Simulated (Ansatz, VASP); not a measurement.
Two plane-wave programs on Mg2ZnO3

```xyz
6
Lattice="3.0330 0.0000 0.0000 -1.5165 2.6267 0.0000 0.0000 0.0000 7.4033" Properties=species:S:1:pos:R:3 pbc="T T T"
Mg    0.0000    1.7511    4.9291
Mg    1.5165    0.8755    2.4742
Zn    0.0000    0.0000    0.0000
O     0.0000    1.7511    1.2780
O     1.5165    0.8755    6.1254
O     0.0000    0.0000    3.7017
```

Alike in both runs: task single point; functional LDA; k mesh 12 × 12 × 4; no spin polarisation; Hubbard terms Zn d U = 4.0 eV.

|  | VASP | Ansatz |
| --- | --- | --- |
| version | VASP 6.6.1 | Ansatz 0.2.0 |
| potentials or method | VASP PAW LDA potentials, release 64 (Mg, Zn, O) | plane waves, PAW |
| plane-wave cutoff (eV) | 520 | 420 |
| occupations | gaussian, width 0.01 eV | fixed |
| valence electrons in the cell | 34 | 50 |

|  | VASP | Ansatz | Ansatz less VASP |
| --- | --- | --- | --- |
| gap on the k mesh at the Fermi level (eV) | 3.05 | 2.97 | -0.077 |

LDA's correlation is that of Perdew and Zunger in VASP and of Perdew and Wang (1992) in Ansatz. The programs project onto different local orbitals, so the same U acts differently, and such runs can settle in different states. VASP's potentials hold 34 valence electrons a cell and Ansatz's 50, so a difference there can come from the potentials and not from the codes.
